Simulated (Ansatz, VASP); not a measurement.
## MgO2 in VASP and in Ansatz

INCAR

```
PREC = Accurate ; ENCUT = 520
EDIFF = 1E-6 ; ISMEAR = 0
SIGMA = 0.05 ; LREAL = F
LASPH = T ; NELM = 80
ALGO = Normal ; ISIF = 2
LWAVE = F ; LCHARG = F
GGA = PS ; NBANDS = 14
```

Contents of KPOINTS:

```
regular mesh
0
Gamma
  12 12 12
```

The input POSCAR:

```
MgO2
1.0
    1.5566181855      0.8987139284      3.5987982411
   -1.5566181855      0.8987139284      3.5987982411
    0.0000000000     -1.7974278569      3.5987982411
Mg O
1 2
Direct
    0.0000000000      0.0000000000      0.0000000000
    0.4287860000      0.4287860000      0.4287860000
    0.5712140000      0.5712140000      0.5712140000
```

Input for Ansatz:

```yaml
crystal:
  lattice:
    - [1.5566181855, 0.8987139284, 3.5987982411]
    - [-1.5566181855, 0.8987139284, 3.5987982411]
    - [0.0, -1.7974278569, 3.5987982411]
  atoms:
    - { symbol: Mg, position: [0.0, 0.0, 0.0] }
    - { symbol: O, position: [0.428786, 0.428786, 0.428786] }
    - { symbol: O, position: [0.571214, 0.571214, 0.571214] }
basis:
  ecutwfc: 420
kpoints:
  mp_grid: { grid: [12, 12, 12] }
hamiltonian:
  xc: pbesol
scf:
  occupations: { method: gaussian, width: 0.05 }
output:
  forces: true
  stress: true
  eigenvalues: true
```

Change from the starting cell: strain -0.030 along x and y, +0.030 along z, atoms carried along.

Alike in both runs: task single point; functional PBEsol; k mesh 12 × 12 × 12; occupations gaussian, width 0.05 eV; no spin polarisation.

```csv
,VASP,Ansatz
version,VASP 6.6.1,Ansatz 0.2.0
potentials or method,"VASP PAW PBE potentials, release 64 (Mg, O), cutoff 520 eV","scalar-relativistic, plane waves, PAW"
valence electrons in the cell,14,22
```

Ansatz gave:

| Item | Value |
| --- | --- |
| gap on the k mesh at the Fermi level (eV) | 1.54 |
| least direct gap on the mesh (eV) | 1.54 |
| pressure (GPa) | -3.6 |
| traceless stress, the component that is largest in VASP (GPa) | -16.45 |
| rms of the force components (eV/Å) | 0.604 |

Task: Estimate VASP's values.

Result: gap on the k mesh at the Fermi level (eV): 1.51; least direct gap on the mesh (eV): 1.51; pressure (GPa): -3.9; traceless stress, the component that is largest in VASP (GPa): -15.71; rms of the force components (eV/Å): 0.543.

VASP's potentials were made for PBE, not for PBEsol. Atom by atom the forces differ by 0.061 eV/Å (rms over components). VASP's potentials hold 14 valence electrons a cell and Ansatz's 22, so a difference there can come from the potentials and not from the codes.
